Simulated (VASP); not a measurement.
A run of VASP 6.6.1 is set up as follows.

Contents of INCAR:

```
ALGO = Normal
EDIFF = 1E-7
ENCUT = 520
GGA = PE
ISIF = 2
ISMEAR = -1
LASPH = True
LCHARG = False
LREAL = False
LWAVE = False
NBANDS = 16
NELM = 100
PREC = Accurate
SIGMA = 0.02
```

KPOINTS

```
k-points
0
Gamma
  12 12 6
```

POSCAR

```
NaH
1.0
    3.8192653035      0.0000000000      0.0000000000
   -1.9096326517      3.3075807766      0.0000000000
    0.0000000000      0.0000000000      4.9201960724
Na H
2 2
Direct
    0.3333333333      0.6666666667     -0.0625000000
    0.6666666667      0.3333333333      0.4375000000
    0.3333333333      0.6666666667      0.4375000000
    0.6666666667      0.3333333333      0.9375000000
```

Potentials or basis: VASP PAW PBE potentials, release 64 (Na_pv, H).

Command:

```sh
$ cat potpaw_PBE.64/Na_pv/POTCAR potpaw_PBE.64/H/POTCAR > POTCAR
$ mpirun -np 1 vasp_std > vasp.out
```

(1) What does it give for the pressure?

(2) Estimate the band gap on the k mesh.

Results:

(1) 1.5 GPa.

(2) 3.55 eV, indirect (least direct gap 4.20 eV).

Caveat: the cell differs from its parent crystal (epitaxial xy strain -3.4%).
